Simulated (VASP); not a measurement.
# In (I4/mmm) in VASP: further runs

Aim: see how the results for In move with the level of theory and the settings. Levels: PBE, PBEsol, LDA. Tasks: vibrations by perturbation theory, elastic constants.

Everything below comes from runs of VASP 6.6.1. Logs are shortened: lines on timing, memory, paths and dates and some standing lists are left out, and cuts for length are marked.

## 1. The cell of the first run

It takes space group I4/mmm (No. 139, tetragonal). Conventional cell: a = 3.251 Å, b = 3.251 Å, c = 4.947 Å, α = 90.00°, β = 90.00°, γ = 90.00°. In (site symmetry 4/mmm) has 12 In at 3.25 to 3.38 Å within 4.3 Å.

## 2. Vibrations by perturbation theory, PBE

INCAR

```
SYSTEM = In
  PREC = Accurate
  ENCUT = 500
  EDIFF = 1E-8
  ISMEAR = -1
  SIGMA = 0.05
  LREAL = .False.
  LASPH = .True.
  NELM = 120
  ALGO = Normal
  ISIF = 2
  LWAVE = .False.
  LCHARG = .True.
  GGA = PE
  NBANDS = 12
  IBRION = 8
  NSW = 1
  GGA_COMPAT = .False.
```

KPOINTS

```
Automatic mesh
0
Gamma
  8 8 8
  0 0 0
```

POSCAR

```
In
1.0
   -1.6254700000      1.6254700000      2.4737000000
    1.6254700000     -1.6254700000      2.4737000000
    1.6254700000      1.6254700000     -2.4737000000
In
1
Direct
    0.0000000000      0.0000000000      0.0000000000
```

Potentials or basis: VASP PAW PBE potentials, release 64 (In_d).

Launch:

```sh
$ cat potpaw_PBE.64/In_d/POTCAR > POTCAR
$ mpirun -np 1 vasp_std > vasp.out
```

OUTCAR:

```text
SYSTEM = In
   PREC = Accurate
   ENCUT = 500
   EDIFF = 1E-8
   ISMEAR = -1
   LREAL = .False.
   LASPH = .True.
   NELM = 120
   ISIF = 2
   GGA = PE
   IBRION = 8
   NSW = 1

 ion  position               nearest neighbor table
   1  0.000  0.000  0.000-

  LATTYP: Found a body centered tetragonal cell.
 ALAT       =     3.2509400000
 C/A-ratio  =     1.5218367611

  Lattice vectors:

 A1 = (  -1.6254700000,   1.6254700000,   2.4737000000)
 A2 = (   1.6254700000,  -1.6254700000,   2.4737000000)
 A3 = (   1.6254700000,   1.6254700000,  -2.4737000000)

Analysis of symmetry for initial positions (statically):
=====================================================================
 Subroutine PRICEL returns:
 Original cell was already a primitive cell.

 Routine SETGRP: Setting up the symmetry group for a
 body centered tetragonal supercell.

 Subroutine GETGRP returns: Found 16 space group operations
 (whereof 16 operations were pure point group operations)
 out of a pool of 16 trial point group operations.

The static configuration has the point symmetry D_4h.

Analysis of symmetry for dynamics (positions and initial velocities):
=====================================================================
 Subroutine PRICEL returns:
 Original cell was already a primitive cell.

 Routine SETGRP: Setting up the symmetry group for a
 body centered tetragonal supercell.

 Subroutine GETGRP returns: Found 16 space group operations
 (whereof 16 operations were pure point group operations)
 out of a pool of 16 trial point group operations.

The dynamic configuration has the point symmetry D_4h.

 Subroutine INISYM returns: Found 16 space group operations
 (whereof 16 operations are pure point group operations),
 and found     1 'primitive' translations

----------------------------------------------------------------------------------------

                                     Primitive cell

  volume of cell :      26.1436

  direct lattice vectors                    reciprocal lattice vectors
    -1.625470000  1.625470000  2.473700000     0.000000000  0.307603339  0.202126369
     1.625470000 -1.625470000  2.473700000     0.307603339  0.000000000  0.202126369
     1.625470000  1.625470000 -2.473700000     0.307603339  0.307603339  0.000000000

  length of vectors
     3.376906444  3.376906444  3.376906444     0.368069129  0.368069129  0.435016814

  position of ions in fractional coordinates (direct lattice)
     0.000000000  0.000000000  0.000000000

  ion indices of the primitive-cell ions
   primitive index   ion index
                 1           1

----------------------------------------------------------------------------------------

 KPOINTS: Automatic mesh

Automatic generation of k-mesh.
 Grid dimensions read from file:
 generate k-points for:    8    8    8

 Generating k-lattice:

  Cartesian coordinates                     Fractional coordinates (reciprocal lattice)
     0.000000000  0.038450417  0.025265796     0.125000000  0.000000000 -0.000000000
     0.038450417  0.000000000  0.025265796     0.000000000  0.125000000 -0.000000000
     0.038450417  0.038450417  0.000000000     0.000000000  0.000000000  0.125000000

  Length of vectors
     0.046008641  0.046008641  0.054377102

  Shift w.r.t. Gamma in fractional coordinates (k-lattice)
     0.000000000  0.000000000  0.000000000

 Subroutine IBZKPT returns following result:
 ===========================================

 Found     59 irreducible k-points:

 Following reciprocal coordinates:
            Coordinates               Weight
  0.000000  0.000000  0.000000      1.000000
  0.125000  0.000000 -0.000000      8.000000
  0.250000  0.000000 -0.000000      8.000000
  0.375000  0.000000 -0.000000      8.000000
  0.500000  0.000000 -0.000000      4.000000
  0.125000  0.125000 -0.000000      8.000000
[... 16 lines left out ...]
  0.250000  0.125000  0.125000     16.000000
  0.375000  0.125000  0.125000      8.000000
 [... further k-points ...]
   k-points           NKPTS =     59   k-points in BZ     NKDIM =     59   number of bands    NBANDS=     12
   number of dos      NEDOS =    301   number of ions     NIONS =      1
   total plane-waves  NPLWV =  21952
   dimension x,y,z NGX =    28 NGY =   28 NGZ =   28
   dimension x,y,z NGXF=    56 NGYF=   56 NGZF=   56
   ions per type =               1
   NGX,Y,Z   is equivalent  to a cutoff of  13.78, 13.78, 13.78 a.u.
   NGXF,Y,Z  is equivalent  to a cutoff of  27.57, 27.57, 27.57 a.u.
 SYSTEM =  In
   PREC   = accura    normal or accurate (medium, high low for compatibility)
   ISTART =      0    job   : 0-new  1-cont  2-samecut
   ICHARG =      2    charge: 1-file 2-atom 10-const
   ISPIN  =      1    spin polarized calculation?
   LNONCOLLINEAR =      F non collinear calculations
   LSORBIT =      F    spin-orbit coupling
   LASPH  =      T    aspherical Exc in radial PAW
   ENCUT  =  500.0 eV  36.75 Ry    6.06 a.u.   6.16  6.16  6.16*2*pi/ulx,y,z
   NELM   =    120;   NELMIN=  2; NELMDL= -5     # of ELM steps
   EDIFF  = 0.1E-07   stopping-criterion for ELM
   LREAL  =      F    real-space projection
   EDIFFG = 0.1E-06   stopping-criterion for IOM
   NSW    =      1    number of steps for IOM
   IBRION =      8    ionic relax: 0-MD 1-quasi-New 2-CG
   NFREE  =      0    steps in history (QN), initial steepest desc. (CG)
   ISIF   =      2    stress and relaxation
   ISYM   =      2    0-nonsym 1-usesym 2-fastsym
   POTIM  = 0.5000    time-step for ionic-motion
   TEBEG  =    0.0;   TEEND  =   0.0 temperature during run
   PSTRESS=    0.0 pullay stress
   NELECT =      13.0000    total number of electrons
   NUPDOWN=      -1.0000    fix difference up-down
   EMIN   =  10.00;   EMAX   =-10.00  energy-range for DOS
   EFERMI =   0.00;   METHOD = LEGACY
   ISMEAR =    -1;   SIGMA  =   0.05  broadening in eV -4-tet -1-fermi 0-gaus
   EFERMI_NEDOS =   21; number of points for ismear=-14 and -15
   IALGO  =     38    algorithm
   IMIX   =      4    mixing-type and parameters
     AMIX     =   0.40;   BMIX     =  1.00
     AMIX_MAG =   1.60;   BMIX_MAG =  1.00
  volume/ion in A,a.u.               =      26.14       176.43
  Fermi-wavevector in a.u.,A,eV,Ry     =   1.296983  2.450943 22.887245  1.682165
  Thomas-Fermi vector in A             =   2.428405
   LORBIT       =      0    0 simple, 1 ext, 2 COOP (PROOUT), +10 PAW based schemes
   GGA     = PE    functional components
   LHFCALC =     F    Hartree Fock is set to
   AEXX    =    0.0000 exact exchange contribution
   IVDW    =     0    specifies the selected vdW correction
   LEPSILON=     F    determine dielectric tensor
   LRPA    =     F    only Hartree local field effects (RPA)
 non-spin polarized calculation
  energy-cutoff  :      500.00
  volume of cell :       26.14
 maximum number of plane-waves:       671
 NGX is ok and might be reduce to    28
   NGX = 13   NGY = 13   NGZ = 13

--------------------------------------- Ionic step        1  -------------------------------------------

 number of electron      13.0000006 magnetization

 Free energy of the ion-electron system (eV)
  ---------------------------------------------------
  ext. energy  EPLUGINS =         0.00000000
  ---------------------------------------------------
  free energy    TOTEN  =        -2.54702979 eV

  energy without entropy =       -2.54347328  energy(sigma->0) =       -2.54525153

 E-fermi :   7.5939     XC(G=0): -10.2578

 val. band max:        7.4786840321   @ k =  -0.3750   0.3750   0.3750
 cond. band min:       7.5984089942   @ k =  -0.3750   0.3750   0.2500
 fundamental gap:      0.1197249621
 Fermi energy:         7.5938684604

 k-point     1 :       0.0000    0.0000    0.0000
  band No.  band energies     occupation
      1      -7.1837      2.00000
      2      -7.0762      2.00000
      3      -7.0762      2.00000
      4      -6.9944      2.00000
      5      -6.8928      2.00000
      6      -2.0198      2.00000
      7      18.0765      0.00000
      8      18.0765      0.00000
      9      18.2510      0.00000
     10      19.1091      0.00000
     11      21.4857      0.00000
     12      21.6204      0.00000

 k-point     2 :       0.1250    0.0000   -0.0000
  band No.  band energies     occupation
      1      -7.1627      2.00000
      2      -7.0792      2.00000
      3      -7.0539      2.00000
      4      -6.9857      2.00000
      5      -6.9009      2.00000
      6      -1.6757      2.00000
      7      14.9197      0.00000
      8      17.4485      0.00000
      9      17.7073      0.00000
     10      18.8938      0.00000
     11      21.4625      0.00000
     12      22.4825      0.00000
[... 316 lines left out ...]
 k-point    24 :       0.3750    0.1250    0.1250
  band No.  band energies     occupation
      1      -7.1248      2.00000
      2      -7.1121      2.00000
      3      -6.9760      2.00000
      4      -6.9316      2.00000
      5      -6.7723      2.00000
      6       4.0569      2.00000
      7       5.2257      2.00000
      8      11.7676      0.00000
      9      12.8463      0.00000
     10      17.2562      0.00000
     11      19.5113      0.00000
     12      25.0458      0.00000

 [... further k-points ...]

------------------------ aborting loop because EDIFF is reached ----------------------------------------

  FORCE on cell =-STRESS in cart. coord.  units (eV):
  Direction    XX          YY          ZZ          XY          YZ          ZX
  --------------------------------------------------------------------------------------
  -------------------------------------------------------------------------------------
  Total        0.0884718      0.0884718      0.7253451      0.0000000      0.0000000      0.0000000
  in kB        5.4218868      5.4218868     44.4519008      0.0000000      0.0000000      0.0000000
  external PRESSURE =      18.4318914 kB  Pullay stress =       0.0000000 kB

 VOLUME and BASIS-vectors are now :
 -----------------------------------------------------------------------------
  energy-cutoff  :      500.00
  volume of cell :       26.14
      direct lattice vectors                 reciprocal lattice vectors
    -1.625470000  1.625470000  2.473700000     0.000000000  0.307603339  0.202126369
     1.625470000 -1.625470000  2.473700000     0.307603339  0.000000000  0.202126369
     1.625470000  1.625470000 -2.473700000     0.307603339  0.307603339  0.000000000

 POSITION                                       TOTAL-FORCE (eV/Angst)
 -----------------------------------------------------------------------------------
      0.00000      0.00000      0.00000         0.000000      0.000000      0.000000
 -----------------------------------------------------------------------------------
    total drift:                               -0.000000     -0.000000      0.000000

  FREE ENERGIE OF THE ION-ELECTRON SYSTEM (eV)
  ---------------------------------------------------
  free  energy   TOTEN  =        -2.5470297859 eV

  energy  without entropy=       -2.5434732813  energy(sigma->0) =       -2.54525153

[... ionic steps 2 to 3 ...]

--------------------------------------- Ionic step        4  -------------------------------------------

------------------------ aborting loop because EDIFF is reached ----------------------------------------

[... ionic steps 5 to 5 ...]

--------------------------------------- Ionic step        6  -------------------------------------------

 Free energy of the ion-electron system (eV)
  ---------------------------------------------------
  ---------------------------------------------------
  free energy    TOTEN  =        -0.22808190 eV

  energy without entropy =       -0.22808190

------------------------ aborting loop because EDIFF is reached ----------------------------------------

 INTERNAL STRAIN TENSOR  FOR ION    1  DIRECTION 3   (eV/Angst):
 -----------------------------------------------------------------------------
    -0.00377  0.00000  0.00000
     0.00000 -0.00377 -0.00000
     0.00000 -0.00000  0.01198

 INTERNAL STRAIN TENSOR FOR ION    1 for displacements in x,y,z  (eV/Angst):
          X           Y           Z          XY          YZ          ZX
  --------------------------------------------------------------------------------
  x     0.00000     0.00000     0.00000     0.00000     0.00000     0.00000
  y     0.00000     0.00000     0.00000     0.00000     0.00000     0.00000
  z     0.00000     0.00000     0.00000     0.00000     0.00000     0.00000

 SECOND DERIVATIVES (NOT SYMMETRIZED)
 ------------------------------------
               1X          1Y          1Z
  1X    -0.027348    0.000000    0.000000
  1Y     0.000000   -0.027348    0.000000
  1Z     0.000000    0.000000   -0.011246

 Eigenvectors and eigenvalues of the dynamical matrix
 ----------------------------------------------------

   1 f  =    0.241269 THz     1.515938 2PiTHz    8.047867 cm-1     0.997808 meV
             X         Y         Z           dx          dy          dz
      0.000000  0.000000  0.000000     1.000000    0.000000    0.000000

   2 f  =    0.241269 THz     1.515938 2PiTHz    8.047867 cm-1     0.997808 meV
             X         Y         Z           dx          dy          dz
      0.000000  0.000000  0.000000     0.000000    1.000000    0.000000

   3 f  =    0.154715 THz     0.972105 2PiTHz    5.160746 cm-1     0.639851 meV
             X         Y         Z           dx          dy          dz
      0.000000  0.000000  0.000000     0.000000    0.000000    1.000000

--------------------------------------------------------------------------------------------------------

 ELASTIC MODULI CONTR FROM IONIC RELAXATION (kBar)
 Direction    XX          YY          ZZ          XY          YZ          ZX
 --------------------------------------------------------------------------------
 XX           0.0000      0.0000      0.0000      0.0000      0.0000      0.0000
 YY           0.0000      0.0000      0.0000      0.0000      0.0000      0.0000
 ZZ           0.0000      0.0000      0.0000      0.0000      0.0000      0.0000
 XY           0.0000      0.0000      0.0000      0.0000      0.0000      0.0000
 YZ           0.0000      0.0000      0.0000      0.0000      0.0000      0.0000
 ZX           0.0000      0.0000      0.0000      0.0000      0.0000      0.0000
 --------------------------------------------------------------------------------
```

It took 64 s on 1 thread of Intel Xeon 6975P-C (Granite Rapids), shared host; peak memory 0.2 GiB.

Caveat: the cell stands under pressure or tension, which shifts response properties; spin-orbit coupling is left out, which moves the levels of the heavy elements.

## 3. Vibrations by perturbation theory, PBEsol

INCAR

```
PREC = Accurate
ENCUT = 500
EDIFF = 1E-8
ISMEAR = -1
SIGMA = 0.05
LREAL = False
LASPH = True
NELM = 120
ALGO = Normal
ISIF = 2
LWAVE = False
LCHARG = False
GGA = PS
IBRION = 8
NSW = 1
GGA_COMPAT = False
```

KPOINTS

```
Automatic mesh
0
Gamma
  8 8 8
```

POSCAR is that of step 2.

Potentials or basis: VASP PAW PBE potentials, release 64 (In_d).

Launch:

```sh
$ cat potpaw_PBE.64/In_d/POTCAR > POTCAR
$ mpirun -np 1 vasp_std > vasp.out
```

OUTCAR:

```text
PREC = Accurate
   ENCUT = 500
   EDIFF = 1E-8
   ISMEAR = -1
   LREAL = False
   LASPH = True
   NELM = 120
   ISIF = 2
   GGA = PS
   IBRION = 8
   NSW = 1

 ion  position               nearest neighbor table
   1  0.000  0.000  0.000-

  LATTYP: Found a body centered tetragonal cell.
 ALAT       =     3.2509400000
 C/A-ratio  =     1.5218367611

  Lattice vectors:

 A1 = (  -1.6254700000,   1.6254700000,   2.4737000000)
 A2 = (   1.6254700000,  -1.6254700000,   2.4737000000)
[... 556 lines left out ...]
  x     0.00000     0.00000     0.00000     0.00000     0.00000     0.00000
  y     0.00000     0.00000     0.00000     0.00000     0.00000     0.00000
  z     0.00000     0.00000     0.00000     0.00000     0.00000     0.00000

 SECOND DERIVATIVES (NOT SYMMETRIZED)
 ------------------------------------
               1X          1Y          1Z
  1X    -0.025244    0.000000    0.000000
  1Y     0.000000   -0.025244    0.000000
  1Z     0.000000    0.000000   -0.010175

 Eigenvectors and eigenvalues of the dynamical matrix
 ----------------------------------------------------

   1 f  =    0.231803 THz     1.456463 2PiTHz    7.732126 cm-1     0.958661 meV
             X         Y         Z           dx          dy          dz
      0.000000  0.000000  0.000000     1.000000    0.000000    0.000000

   2 f  =    0.231803 THz     1.456463 2PiTHz    7.732126 cm-1     0.958661 meV
             X         Y         Z           dx          dy          dz
      0.000000  0.000000  0.000000     0.000000    1.000000    0.000000

   3 f  =    0.147167 THz     0.924676 2PiTHz    4.908957 cm-1     0.608633 meV
             X         Y         Z           dx          dy          dz
      0.000000  0.000000  0.000000     0.000000    0.000000    1.000000

--------------------------------------------------------------------------------------------------------

 ELASTIC MODULI CONTR FROM IONIC RELAXATION (kBar)
 Direction    XX          YY          ZZ          XY          YZ          ZX
 --------------------------------------------------------------------------------
 XX           0.0000      0.0000      0.0000      0.0000      0.0000      0.0000
 YY           0.0000      0.0000      0.0000      0.0000      0.0000      0.0000
 ZZ           0.0000      0.0000      0.0000      0.0000      0.0000      0.0000
 XY           0.0000      0.0000      0.0000      0.0000      0.0000      0.0000
 YZ           0.0000      0.0000      0.0000      0.0000      0.0000      0.0000
 ZX           0.0000      0.0000      0.0000      0.0000      0.0000      0.0000
 --------------------------------------------------------------------------------
```

OSZICAR:

```text
N       E                     dE             d eps       ncg     rms          rms(c)
DAV:   1     0.706433972621E+02    0.70643E+02   -0.64148E+03  1196   0.161E+03
DAV:   2    -0.303424242922E+00   -0.70947E+02   -0.69957E+02  1196   0.288E+02
DAV:   3    -0.296065706661E+01   -0.26572E+01   -0.26453E+01  1400   0.646E+01
DAV:   4    -0.301907350246E+01   -0.58416E-01   -0.58394E-01  1496   0.973E+00
[... 41 lines left out ...]
RMM:   7    -0.228307720725E+00    0.61664E-05   -0.27836E-07  2104   0.473E-03    0.108E-03
RMM:   8    -0.228301690037E+00    0.60307E-05   -0.73612E-08  2086   0.237E-03    0.669E-05
RMM:   9    -0.228301506252E+00    0.18379E-06   -0.30850E-08  2228   0.994E-04    0.118E-04
RMM:  10    -0.228301006210E+00    0.50004E-06    0.49742E-08  2254   0.426E-04    0.101E-04
RMM:  11    -0.228300996419E+00    0.97917E-08    0.19987E-08  2326   0.249E-04    0.115E-04
 Linear response finished
```

stdout:

```text
POSCAR found type information on POSCAR In
 POSCAR found :  1 types and       1 ions
 scaLAPACK will be used
 -----------------------------------------------------------------------------
|                                                                             |
|                                                                             |
|     You enforced a specific xc type in the INCAR file but a different       |
|     I HOPE YOU KNOW WHAT YOU ARE DOING!                                     |
|                                                                             |
 -----------------------------------------------------------------------------

 LDA part: xc-table for (Slater+PW92), standard interpolation
 POSCAR, INCAR and KPOINTS ok, starting setup
 FFT: planning ... GRIDC
 FFT: planning ... GRID_SOFT
 FFT: planning ... GRID
 WAVECAR not read
 entering main loop
 Linear response reoptimize wavefunctions to high precision
 Linear response DOF=           2
 Linear response progress:
 first order change of Fermi-energy  -0.67142E-04
 force on displaced ion       1 direction 1 :  -0.025  -0.000   0.000
 Linear response progress:
 first order change of Fermi-energy   0.40120E-04
 force on displaced ion       1 direction 3 :   0.000   0.000  -0.010
 Linear response finished
```

Run time: 48 s. Hardware: 1 thread of Intel Xeon 6975P-C (Granite Rapids), shared host; peak memory 0.2 GiB.

Caveat: the cell stands under pressure or tension, which shifts response properties; the PAW data sets were made with another functional, which shifts forces and pressure a little; spin-orbit coupling is left out, which moves the levels of the heavy elements.

[end of part 1 of 2]
